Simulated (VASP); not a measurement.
**CdAu2S2: single point with PBE**

The system is CdAu2S2.

```xyz
5
Lattice="5.3117 0.0000 0.0000 0.0000 5.3117 0.0000 0.0000 0.0000 4.6407" Properties=species:S:1:pos:R:3 pbc="T T T"
Cd    0.0000    0.0000    2.3203
S     0.0000    2.6559    2.3203
S     2.6559    0.0000    2.3203
Au    0.0000    2.6559    0.0000
Au    2.6559    0.0000    0.0000
```

* Program: VASP 6.6.1
* Task: single point
* Functional: PBE
* Potentials or basis: VASP PAW PBE potentials, release 64 (Cd, S, Au)
* Cutoff: 520 eV
* k mesh: 8 × 8 × 8
* Occupations: gaussian, width 0.1 eV
* Spin: no spin polarisation

```json
{
 "Pressure": "0.0 GPa",
 "Band gap on the k mesh": "zero (band 23 reaches 3.14 eV, above the bottom of band 24 at 2.09 eV)"
}
```

Stress tensor (GPa, compression positive):
```
 0.12  0.00  0.00
 0.00  0.12  0.00
 0.00  0.00 -0.19
```

Levels at points of the mesh, in eV from the Fermi level:
| k point | band 19 | band 20 | band 21 | band 22 | band 23 | band 24 | band 25 | band 26 | band 27 | band 28 |
| --- | --- | --- | --- | --- | --- | --- | --- | --- | --- | --- |
| (0.00, 0.00, 0.00) | -3.04 | -2.82 | -2.75 | -1.62 | -1.62 | -0.82 | 0.27 | 1.86 | 4.77 | 4.77 |
| (0.50, 0.00, 0.00) | -3.15 | -3.06 | -2.75 | -2.04 | -1.89 | -0.01 | 0.02 | 2.74 | 5.10 | 5.84 |
| (0.50, 0.50, 0.00) | -3.06 | -2.88 | -2.88 | -1.03 | -0.96 | 0.42 | 0.42 | 2.45 | 3.88 | 4.79 |
| (0.00, 0.00, 0.50) | -1.55 | -1.55 | -1.23 | -0.61 | -0.04 | -0.04 | 2.73 | 2.73 | 4.64 | 5.75 |
| (0.50, 0.00, 0.50) | -2.76 | -1.96 | -1.46 | -0.45 | -0.25 | 2.19 | 2.87 | 4.15 | 4.27 | 4.83 |
| (0.50, 0.50, 0.50) | -2.01 | -2.01 | -0.83 | -0.62 | 0.23 | 0.42 | 1.79 | 4.68 | 4.68 | 4.74 |

It took 5.2 min on 1 thread of Oxide Virtual Turin-like Processor, with other jobs on the host, peak memory 0.4 GiB.

Caveat: spin-orbit coupling is left out, which moves the levels of the heavy elements.
